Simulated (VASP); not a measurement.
Write the native input for VASP 6.6.1 that does the following.

```
Task                               : single point
Functional                         : HSE06
Potentials or basis                : VASP PAW PBE potentials, release 64 (Be, S)
Cutoff                             : 520 eV
k mesh                             : 6 × 6 × 6
Occupations                        : gaussian, width 0.01 eV
Spin                               : no spin polarisation
Dipole correction                  : no
Grid for exact exchange (PRECFOCK) : Normal
Further INCAR settings             : ALGO = Normal; EDIFF = 1e-06; NBANDS = 11
Share of exact exchange            : 0.25
Screening parameter                : 0.2079 1/Å
```

Crystal: BeS.

```
Be S
1.0
     0.00000    2.42213    2.43431
     2.42213    0.00000    2.43431
     2.42213    2.42213    0.00000
Be S
1 1
Cartesian
  0.0000 0.0000 0.0000
  1.2111 1.2111 1.2172
```

This cell differs from its parent crystal: biaxial xy strain -0.5%.

These files were run (other wordings do the same):

POSCAR

```
BeS
1.0
    0.0000000000      2.4221346992      2.4343062304
    2.4221346992      0.0000000000      2.4343062304
    2.4221346992      2.4221346992      0.0000000000
Be S
1 1
Direct
    0.0000000000      0.0000000000      0.0000000000
    0.2500000000      0.2500000000      0.2500000000
```

INCAR.step1

```
SYSTEM = BeS
PREC = Accurate
ENCUT = 520
EDIFF = 1E-5
ISMEAR = 0
SIGMA = 0.01
LREAL = .False.
LASPH = .True.
NELM = 60
ALGO = Normal
ISIF = 2
LWAVE = .True.
NBANDS = 11
GGA = PE
```

INCAR.step2

```
SYSTEM = BeS
PREC = Accurate
ENCUT = 520
EDIFF = 1E-6
ISMEAR = 0
SIGMA = 0.01
LREAL = .False.
LASPH = .True.
NELM = 60
ALGO = Normal
ISIF = 2
LWAVE = .False.
LCHARG = .True.
GGA = PE
LHFCALC = .True.
HFSCREEN = 0.2079
PRECFOCK = Normal
LELF = .True.
LVHAR = .True.
NBANDS = 11
ISTART = 1
```

KPOINTS

```
Automatic mesh
0
Gamma
  6 6 6
  0 0 0
```

Potentials or basis: VASP PAW PBE potentials, release 64 (Be, S).

Command:

```sh
$ cat potpaw_PBE.64/Be/POTCAR potpaw_PBE.64/S/POTCAR > POTCAR
$ cp INCAR.step1 INCAR
$ mpirun -np 1 vasp_std > vasp.out
$ cp INCAR.step2 INCAR
$ mpirun -np 1 vasp_std > vasp.out
```

Results of the run:

```
Pressure               : -0.1 GPa
Band gap on the k mesh : 4.03 eV (least direct gap 6.85 eV)
```

Caveat: the cell differs from its parent crystal (biaxial xy strain -0.5%); the PAW data sets were made with another functional, which shifts forces and pressure a little.

It took 13 min on 1 thread of Intel(R) Xeon(R) Platinum 8259CL CPU @ 2.50GHz (Skylake/Cascade Lake) (shared host), peak memory 0.26 GiB.
